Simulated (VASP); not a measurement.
# Ti (P6_3/mmc) in VASP: further runs

The runs below take Ti through relaxation of cell and atoms, single point, with PBEsol.

Everything below comes from runs of VASP 6.6.1. Logs are shortened: lines on timing, memory, paths and dates and some standing lists are left out, and cuts for length are marked.

## 1. The cell of the first run

Symmetry: P6_3/mmc, No. 194, hexagonal system. Conventional cell: a = 2.928 Å, b = 2.928 Å, c = 4.635 Å, α = 90.00°, β = 90.00°, γ = 120.00°. Within 3.8 Å of Ti (site symmetry -6m2) lie 12 Ti at 2.87 to 2.93 Å.

## 2. Relaxation of cell and atoms, PBEsol, target pressure -3 GPa, at which the enthalpy is minimised

The input, INCAR:

```
SYSTEM = Ti
ALGO = Fast
EDIFF = 1E-7
EDIFFG = -0.008
ENCUT = 600
GGA = PS
IBRION = 2
ISIF = 3
ISMEAR = 0
LASPH = .TRUE.
LCHARG = .FALSE.
LREAL = .FALSE.
LWAVE = .FALSE.
NELM = 100
NSW = 70
PREC = Accurate
PSTRESS = -30.0
SIGMA = 0.1
```

The input, KPOINTS:

```
k-points
0
G
  18 18 10
  0 0 0
```

The input, POSCAR:

```
Ti
1.0
    2.9279997301      0.0000000000      0.0000000000
   -1.4639998651      2.5357221485      0.0000000000
    0.0000000000      0.0000000000      4.6346213104
Ti
2
Direct
    0.3333333333      0.6666666667      0.2500000000
    0.6666666667      0.3333333333      0.7500000000
```

Potentials or basis: VASP PAW PBE potentials, release 64 (Ti_sv).

Run with:

```bash
$ cat potpaw_PBE.64/Ti_sv/POTCAR > POTCAR
$ mpirun -np 1 vasp_std > vasp.out
```

OUTCAR:

```text
SYSTEM = Ti
   EDIFF = 1E-7
   EDIFFG = -0.008
   ENCUT = 600
   GGA = PS
   IBRION = 2
   ISIF = 3
   ISMEAR = 0
   LASPH = .TRUE.
   LREAL = .FALSE.
   NELM = 100
   NSW = 70
   PREC = Accurate
   PSTRESS = -30.0

 ion  position               nearest neighbor table
   1  0.333  0.667  0.250-   2 2.87   2 2.87   2 2.87   2 2.87   2 2.87   2 2.87
   2  0.667  0.333  0.750-   1 2.87   1 2.87   1 2.87   1 2.87   1 2.87   1 2.87

  LATTYP: Found a hexagonal cell.
 ALAT       =     2.9279997301
 C/A-ratio  =     1.5828626153

  Lattice vectors:

 A1 = (   2.9279997301,   0.0000000000,   0.0000000000)
 A2 = (  -1.4639998651,   2.5357221485,   0.0000000000)
 A3 = (   0.0000000000,   0.0000000000,   4.6346213104)

Analysis of symmetry for initial positions (statically):
=====================================================================
 Subroutine PRICEL returns:
 Original cell was already a primitive cell.

 Routine SETGRP: Setting up the symmetry group for a
 hexagonal supercell.

 Subroutine GETGRP returns: Found 24 space group operations
 (whereof 12 operations were pure point group operations)
 out of a pool of 24 trial point group operations.

The static configuration has the point symmetry D_3d.
 The point group associated with its full space group is D_6h.

Analysis of symmetry for dynamics (positions and initial velocities):
=====================================================================
 Subroutine PRICEL returns:
 Original cell was already a primitive cell.

 Routine SETGRP: Setting up the symmetry group for a
 hexagonal supercell.

 Subroutine GETGRP returns: Found 24 space group operations
 (whereof 12 operations were pure point group operations)
 out of a pool of 24 trial point group operations.

The dynamic configuration has the point symmetry D_3d.
 The point group associated with its full space group is D_6h.

 Subroutine INISYM returns: Found 24 space group operations
 (whereof 12 operations are pure point group operations),
 and found     1 'primitive' translations

----------------------------------------------------------------------------------------

                                     Primitive cell

  volume of cell :      34.4102

  direct lattice vectors                    reciprocal lattice vectors
     2.927999730  0.000000000  0.000000000     0.341530086  0.197182487  0.000000000
    -1.463999865  2.535722149  0.000000000     0.000000000  0.394364974  0.000000000
     0.000000000  0.000000000  4.634621310     0.000000000  0.000000000  0.215767359

  length of vectors
     2.927999730  2.927999730  4.634621310     0.394364974  0.394364974  0.215767359

  position of ions in fractional coordinates (direct lattice)
     0.333333333  0.666666667  0.250000000
     0.666666667  0.333333333  0.750000000

  ion indices of the primitive-cell ions
   primitive index   ion index
                 1           1
                 2           2

----------------------------------------------------------------------------------------

 KPOINTS: k-points

Automatic generation of k-mesh.
 Grid dimensions read from file:
 generate k-points for:   18   18   10

 Generating k-lattice:

  Cartesian coordinates                     Fractional coordinates (reciprocal lattice)
     0.018973894  0.010954583  0.000000000     0.055555556  0.000000000  0.000000000
     0.000000000  0.021909165  0.000000000     0.000000000  0.055555556  0.000000000
     0.000000000  0.000000000  0.021576736     0.000000000  0.000000000  0.100000000

  Length of vectors
     0.021909165  0.021909165  0.021576736

  Shift w.r.t. Gamma in fractional coordinates (k-lattice)
     0.000000000  0.000000000  0.000000000

 Subroutine IBZKPT returns following result:
 ===========================================

 Found    222 irreducible k-points:

 Following reciprocal coordinates:
            Coordinates               Weight
  0.000000  0.000000  0.000000      1.000000
  0.055556 -0.000000  0.000000      6.000000
  0.111111 -0.000000  0.000000      6.000000
  0.166667  0.000000  0.000000      6.000000
  0.222222 -0.000000  0.000000      6.000000
  0.277778 -0.000000  0.000000      6.000000
[... 16 lines left out ...]
  0.333333  0.111111  0.000000     12.000000
  0.388889  0.111111  0.000000     12.000000
 [... further k-points ...]
   k-points           NKPTS =    222   k-points in BZ     NKDIM =    222   number of bands    NBANDS=     16
   number of dos      NEDOS =    301   number of ions     NIONS =      2
   total plane-waves  NPLWV =  23040
   dimension x,y,z NGX =    24 NGY =   24 NGZ =   40
   dimension x,y,z NGXF=    48 NGYF=   48 NGZF=   80
   ions per type =               2
   NGX,Y,Z   is equivalent  to a cutoff of  13.63, 13.63, 14.35 a.u.
   NGXF,Y,Z  is equivalent  to a cutoff of  27.25, 27.25, 28.70 a.u.
 SYSTEM =  Ti
   PREC   = accura    normal or accurate (medium, high low for compatibility)
   ISTART =      0    job   : 0-new  1-cont  2-samecut
   ICHARG =      2    charge: 1-file 2-atom 10-const
   ISPIN  =      1    spin polarized calculation?
   LNONCOLLINEAR =      F non collinear calculations
   LSORBIT =      F    spin-orbit coupling
   LASPH  =      T    aspherical Exc in radial PAW
   ENCUT  =  600.0 eV  44.10 Ry    6.64 a.u.   5.85  5.85  9.26*2*pi/ulx,y,z
   NELM   =    100;   NELMIN=  2; NELMDL= -5     # of ELM steps
   EDIFF  = 0.1E-06   stopping-criterion for ELM
   LREAL  =      F    real-space projection
   EDIFFG = -.8E-02   stopping-criterion for IOM
   NSW    =     70    number of steps for IOM
   IBRION =      2    ionic relax: 0-MD 1-quasi-New 2-CG
   NFREE  =      1    steps in history (QN), initial steepest desc. (CG)
   ISIF   =      3    stress and relaxation
   ISYM   =      2    0-nonsym 1-usesym 2-fastsym
   POTIM  = 0.5000    time-step for ionic-motion
   TEBEG  =    0.0;   TEEND  =   0.0 temperature during run
   PSTRESS=  -30.0 pullay stress
   NELECT =      24.0000    total number of electrons
   NUPDOWN=      -1.0000    fix difference up-down
   EMIN   =  10.00;   EMAX   =-10.00  energy-range for DOS
   EFERMI =   0.00;   METHOD = LEGACY
   ISMEAR =     0;   SIGMA  =   0.10  broadening in eV -4-tet -1-fermi 0-gaus
   EFERMI_NEDOS =   21; number of points for ismear=-14 and -15
   IALGO  =     68    algorithm
   IMIX   =      4    mixing-type and parameters
     AMIX     =   0.40;   BMIX     =  1.00
     AMIX_MAG =   1.60;   BMIX_MAG =  1.00
  volume/ion in A,a.u.               =      17.21       116.11
  Fermi-wavevector in a.u.,A,eV,Ry     =   1.451832  2.743564 28.678566  2.107815
  Thomas-Fermi vector in A             =   2.569283
   LORBIT       =      0    0 simple, 1 ext, 2 COOP (PROOUT), +10 PAW based schemes
   GGA     = PS    functional components
   LHFCALC =     F    Hartree Fock is set to
   AEXX    =    0.0000 exact exchange contribution
   IVDW    =     0    specifies the selected vdW correction
   LEPSILON=     F    determine dielectric tensor
   LRPA    =     F    only Hartree local field effects (RPA)
 conjugate gradient relaxation of ions
 non-spin polarized calculation
 RMM-DIIS sequential band-by-band and
 Gauss-broadening in eV      SIGMA  =   0.10
  energy-cutoff  :      600.00
  volume of cell :       34.41
 maximum number of plane-waves:      1182
 NGX is ok and might be reduce to    24
   NGX = 11   NGY = 11   NGZ = 19

--------------------------------------- Ionic step        1  -------------------------------------------

 number of electron      23.9999993 magnetization

 Free energy of the ion-electron system (eV)
  ---------------------------------------------------
  ext. energy  EPLUGINS =         0.00000000
  ---------------------------------------------------
  free energy    TOTEN  =       -16.67254387 eV

  energy without entropy =      -16.66312277  energy(sigma->0) =      -16.66783332

------------------------ aborting loop because EDIFF is reached ----------------------------------------

  FORCE on cell =-STRESS in cart. coord.  units (eV):
  Direction    XX          YY          ZZ          XY          YZ          ZX
  --------------------------------------------------------------------------------------
  -------------------------------------------------------------------------------------
  Total       -0.7349926     -0.7349926     -0.7634952      0.0000000      0.0000000      0.0000000
  in kB      -34.2220975    -34.2220975    -35.5492089      0.0000000      0.0000000      0.0000000
  external PRESSURE =      -4.6644680 kB  Pullay stress =     -30.0000000 kB

 VOLUME and BASIS-vectors are now :
 -----------------------------------------------------------------------------
  energy-cutoff  :      600.00
  volume of cell :       34.41
      direct lattice vectors                 reciprocal lattice vectors
     2.927999730  0.000000000  0.000000000     0.341530086  0.197182487  0.000000000
    -1.463999865  2.535722149  0.000000000     0.000000000  0.394364974  0.000000000
     0.000000000  0.000000000  4.634621310     0.000000000  0.000000000  0.215767359
[... 46 lines left out ...]
  FREE ENERGIE OF THE ION-ELECTRON SYSTEM (eV)
  ---------------------------------------------------
  free  energy   TOTEN  =       -16.6773364318 eV

  energy  without entropy=      -16.6679822208  energy(sigma->0) =      -16.67265933

  enthalpy is  TOTEN    =       -17.3169908115 eV   P V=       -0.6396543797

--------------------------------------- Ionic step        3  -------------------------------------------

 number of electron      23.9999993 magnetization

 Free energy of the ion-electron system (eV)
  ---------------------------------------------------
  ext. energy  EPLUGINS =         0.00000000
  ---------------------------------------------------
  free energy    TOTEN  =       -16.67560751 eV

  energy without entropy =      -16.66622777  energy(sigma->0) =      -16.67091764

 E-fermi :   8.3638     XC(G=0): -11.7015

 val. band max:        8.3591628290   @ k =   0.2778   0.2778   0.4000
 cond. band min:       8.3827635314   @ k =   0.0556  -0.0000   0.5000
 fundamental gap:      0.0236007023
 Fermi energy:         8.3638338740

 k-point     1 :       0.0000    0.0000    0.0000
  band No.  band energies     occupation
      1     -48.2507      2.00000
      2     -48.1024      2.00000
      3     -24.9618      2.00000
      4     -24.2801      2.00000
      5     -24.2801      2.00000
      6     -24.2086      2.00000
[... 8 lines left out ...]
     15       9.6466      0.00000
     16       9.6466      0.00000
[... 419 lines left out ...]
 k-point    24 :       0.3889    0.1111    0.0000
  band No.  band energies     occupation
      1     -48.1242      2.00000
      2     -48.0756      2.00000
      3     -24.7494      2.00000
      4     -24.6376      2.00000
      5     -24.6238      2.00000
      6     -24.4557      2.00000
[... 8 lines left out ...]
     15       9.5443      0.00000
     16      11.5332      0.00000

 [... further k-points ...]

------------------------ aborting loop because EDIFF is reached ----------------------------------------

  FORCE on cell =-STRESS in cart. coord.  units (eV):
  Direction    XX          YY          ZZ          XY          YZ          ZX
  --------------------------------------------------------------------------------------
  -------------------------------------------------------------------------------------
  Total       -0.6359184     -0.6359184     -0.6506177      0.0000000      0.0000000     -0.0000000
  in kB      -29.7400028    -29.7400028    -30.4274494      0.0000000      0.0000000     -0.0000000
  external PRESSURE =       0.0308483 kB  Pullay stress =     -30.0000000 kB

 VOLUME and BASIS-vectors are now :
 -----------------------------------------------------------------------------
  energy-cutoff  :      600.00
  volume of cell :       34.26
      direct lattice vectors                 reciprocal lattice vectors
     2.924105110  0.000000000  0.000000000     0.341984971  0.197445115 -0.000000000
    -1.462052555  2.532349309 -0.000000000    -0.000000000  0.394890230 -0.000000000
     0.000000000  0.000000000  4.626518959    -0.000000000  0.000000000  0.216145229

 POSITION                                       TOTAL-FORCE (eV/Angst)
 -----------------------------------------------------------------------------------
     -0.00000      1.68823      1.15663         0.000000     -0.000000     -0.000000
      1.46205      0.84412      3.46989        -0.000000      0.000000      0.000000
 -----------------------------------------------------------------------------------
    total drift:                               -0.000000      0.000000     -0.000000

  FREE ENERGIE OF THE ION-ELECTRON SYSTEM (eV)
  ---------------------------------------------------
  free  energy   TOTEN  =       -16.6756075057 eV

  energy  without entropy=      -16.6662277689  energy(sigma->0) =      -16.67091764

  enthalpy is  TOTEN    =       -17.3170852743 eV   P V=       -0.6414777686

 reached required accuracy - stopping structural energy minimisation
```

Wall time 6.9 min (1 thread of Intel Xeon 6975P-C (Granite Rapids), shared host); peak memory 0.27 GiB.

Results:

| Property | Result |
| --- | --- |
| Free energy | -16.6756 eV |
| Relaxed volume | 17.13 Å³/atom |
| Relaxed cell | a = 2.924 Å, b = 2.924 Å, c = 4.627 Å, α = 90.00°, β = 90.00°, γ = 120.00° |
| Space group after relaxing (to 0.05 Å) | P6_3/mmc (No. 194) |
| Energy change on relaxing (the enthalpy is what falls) | -1.5 meV/atom |
| Ionic steps | 3 |
| Pressure after relaxing | -3.0 GPa |
| Band gap on the k mesh | zero (band 12 reaches 9.13 eV, above the bottom of band 13 at 8.03 eV) |

Step by step:
```tsv
step	energy change (eV)	largest force (eV/Å)	pressure (GPa)	volume (Å³)
1	0.0000	0.0000	-3.47	34.41
2	-0.0048	0.0000	-2.70	34.16
3	-0.0031	0.0000	-3.00	34.26
```

Final structure:
```cif
data_structure
_symmetry_space_group_name_H-M 'P 1'
_symmetry_Int_Tables_number 1
_cell_length_a 2.9241
_cell_length_b 2.9241
_cell_length_c 4.6265
_cell_angle_alpha 90.000
_cell_angle_beta 90.000
_cell_angle_gamma 120.000
_cell_volume 34.26
loop_
_atom_site_label
_atom_site_type_symbol
_atom_site_fract_x
_atom_site_fract_y
_atom_site_fract_z
_atom_site_occupancy
Ti1 Ti 0.33333 0.66667 0.25000 1
Ti2 Ti 0.66667 0.33333 0.75000 1
```

Caveat: the cell is relaxed towards a set pressure, so the enthalpy falls and the energy may rise; the PAW data sets were made with another functional, which shifts forces and pressure a little.

## 3. Single point, PBEsol

This run uses another cell than the first one, of 16.33 Å³/atom, 0.949 times its volume.

The input, INCAR:

```
SYSTEM = Ti
ALGO = Fast ; EDIFF = 1E-6
ENCUT = 520 ; GGA = PS
ISIF = 2 ; ISMEAR = 0
LASPH = .True. ; LCHARG = .False.
LREAL = .False. ; LWAVE = .False.
NBANDS = 19 ; NELM = 80
PREC = Accurate ; SIGMA = 0.1
```

The input, KPOINTS:

```
k-points
0
Gamma
  18 18 10
  0 0 0
```

The input, POSCAR:

```
Ti
1.0
    2.8770824949      0.0000000000      0.0000000000
   -1.4385412474      2.4916265294      0.0000000000
    0.0000000000      0.0000000000      4.5555267051
Ti
2
Direct
    0.3333333333      0.6666666667      0.2500000000
    0.6666666667      0.3333333333      0.7500000000
```

Potentials or basis: VASP PAW PBE potentials, release 64 (Ti_sv).

Run with:

```bash
$ cat potpaw_PBE.64/Ti_sv/POTCAR > POTCAR
$ mpirun -np 1 vasp_std > vasp.out
```

Run time: 2.3 min. Hardware: 1 thread of Intel Xeon 6975P-C (Granite Rapids), shared host; peak memory 0.23 GiB.

The run converged. Its results:

```
Free energy            : -16.6780 eV
Pressure               : 2.5 GPa
Band gap on the k mesh : zero (band 12 reaches 9.68 eV, above the bottom of band 13 at 8.56 eV)
```

Levels at points of the mesh, in eV from the Fermi level:
```tsv
k point	band 9	band 10	band 11	band 12	band 13	band 14	band 15	band 16
(0.00, 0.00, 0.00)	-6.36	-2.86	0.80	0.80	0.93	0.96	1.34	1.34
(0.50, 0.00, 0.00)	-2.44	-2.36	-2.03	-0.56	0.47	0.67	1.26	3.62
(0.00, 0.00, 0.50)	-4.41	-4.41	0.08	0.08	0.69	0.69	0.69	0.69
(0.50, 0.00, 0.50)	-2.73	-2.73	-0.90	-0.90	1.50	1.50	1.84	1.84
```

Caveat: the PAW data sets were made with another functional, which shifts forces and pressure a little.

## 4. Single point, PBEsol

This run uses another cell than the first one, of 17.17 Å³/atom, 0.998 times its volume.

The input, INCAR:

```
SYSTEM = Ti
ALGO = Fast ; EDIFF = 1E-7
ENCUT = 520 ; GGA = PS
ISIF = 2 ; ISMEAR = 0
LASPH = .True. ; LCHARG = .False.
LREAL = .False. ; LWAVE = .False.
NBANDS = 19 ; NELM = 100
PREC = Accurate ; SIGMA = 0.1
```

KPOINTS is that of step 3.

The input, POSCAR:

```
Ti
1.0
    2.9268916599      0.0000000000      0.0000000000
   -1.4634458300      2.5347625316      0.0000000000
    0.0000000000      0.0000000000      4.6285524059
Ti
2
Direct
    0.3333333333      0.6666666667      0.2500000000
    0.6666666667      0.3333333333      0.7500000000
```

Run with:

```bash
$ cat potpaw_PBE.64/Ti_sv/POTCAR > POTCAR
$ mpirun -np 1 vasp_std > vasp.out
```

It took 3 min on 1 thread of Intel Xeon 6975P-C (Granite Rapids), shared host; peak memory 0.24 GiB.

It converged, with:

```
Free energy            : -16.6744 eV
Pressure               : -3.3 GPa
Band gap on the k mesh : zero (band 12 reaches 9.11 eV, above the bottom of band 13 at 8.01 eV)
```

Levels at points of the mesh, in eV from the Fermi level:
| k point | band 8 | band 9 | band 10 | band 11 | band 12 | band 13 | band 14 | band 15 | band 16 | band 17 |
| --- | --- | --- | --- | --- | --- | --- | --- | --- | --- | --- |
| (0.00, 0.00, 0.00) | -32.54 | -6.25 | -2.73 | 0.77 | 0.77 | 0.82 | 0.90 | 1.28 | 1.28 | 1.62 |
| (0.50, 0.00, 0.00) | -32.62 | -2.38 | -2.21 | -1.89 | -0.62 | 0.45 | 0.63 | 1.19 | 3.39 | 3.63 |
| (0.00, 0.00, 0.50) | -32.60 | -4.37 | -4.37 | 0.09 | 0.09 | 0.67 | 0.67 | 0.67 | 0.67 | 2.83 |
| (0.50, 0.00, 0.50) | -32.71 | -2.59 | -2.59 | -0.83 | -0.83 | 1.35 | 1.35 | 1.73 | 1.73 | 3.53 |

Caveat: the PAW data sets were made with another functional, which shifts forces and pressure a little.

## 5. Single point, PBEsol

This run uses another cell than the first one, of 12.31 Å³/atom, 0.715 times its volume.

The input, INCAR:

```
SYSTEM = Ti
PREC = Accurate ; ENCUT = 520
EDIFF = 1E-6 ; ISMEAR = 0
SIGMA = 0.1 ; LREAL = .FALSE.
LASPH = .TRUE. ; NELM = 80
ALGO = Fast ; ISIF = 2
LWAVE = .FALSE. ; LCHARG = .FALSE.
GGA = PS ; NBANDS = 19
```

The input, KPOINTS:

```
regular mesh
0
G
  18 18 10
  0 0 0
```

The input, POSCAR:

```
Ti
1.0
    2.5926994082      0.0000000000      0.0000000000
   -1.2963497041      2.2453435519      0.0000000000
    0.0000000000      0.0000000000      4.2277498503
Ti
2
Direct
    0.3333333333      0.6666666667      0.2500000000
    0.6666666667      0.3333333333      0.7500000000
```

Run with:

```bash
$ cat potpaw_PBE.64/Ti_sv/POTCAR > POTCAR
$ mpirun -np 1 vasp_std > vasp.out
```

Run time: 1.7 min. Hardware: 1 thread of Intel Xeon 6975P-C (Granite Rapids), shared host; peak memory 0.2 GiB.

Results (log left out):

- Free energy: -15.3726 eV
- Pressure: 58.7 GPa
- Band gap on the k mesh: zero (band 12 reaches 13.40 eV, above the bottom of band 13 at 12.06 eV)

Stress tensor (GPa, compression positive):
```
58.71  0.00  0.00
 0.00 58.71  0.00
 0.00  0.00 58.61
```

Levels at points of the mesh, in eV from the Fermi level:
```tsv
k point	band 10	band 11	band 12	band 13	band 14	band 15
(0.00, 0.00, 0.00)	-3.65	0.80	0.90	0.90	1.64	1.64
(0.50, 0.00, 0.00)	-3.04	-2.84	0.25	0.61	0.81	1.61
(0.00, 0.00, 0.50)	-4.49	-0.08	-0.08	0.82	0.82	0.82
(0.50, 0.00, 0.50)	-3.69	-1.54	-1.54	2.52	2.52	2.76
```

Caveat: the PAW data sets were made with another functional, which shifts forces and pressure a little.

## 6. Summary

```tsv
task	cell	cutoff (eV)	gap on the mesh (eV)	pressure (GPa)
relaxation of cell and atoms	relaxed to -3 GPa from a = 2.928, b = 2.928, c = 4.635 Å, angles 90.0, 90.0, 120.0°, 2 atoms	600	none	-3.0
single point	a = 2.877, b = 2.877, c = 4.556 Å, angles 90.0, 90.0, 120.0°, 2 atoms	520	none	2.5
single point	a = 2.927, b = 2.927, c = 4.629 Å, angles 90.0, 90.0, 120.0°, 2 atoms	520	none	-3.3
single point	a = 2.593, b = 2.593, c = 4.228 Å, angles 90.0, 90.0, 120.0°, 2 atoms	520	none	58.7
```

Alike in all rows: level PBEsol; potentials or basis VASP PAW PBE potentials, release 64 (Ti_sv); no spin polarisation; k mesh 18 × 18 × 10; smearing gaussian 0.1 eV.

Caveats: the PAW data sets were made with another functional, which shifts forces and pressure a little; the cell is relaxed towards a set pressure, so the enthalpy falls and the energy may rise (some runs).

Absolute energies hang on the potentials; compare differences alone.
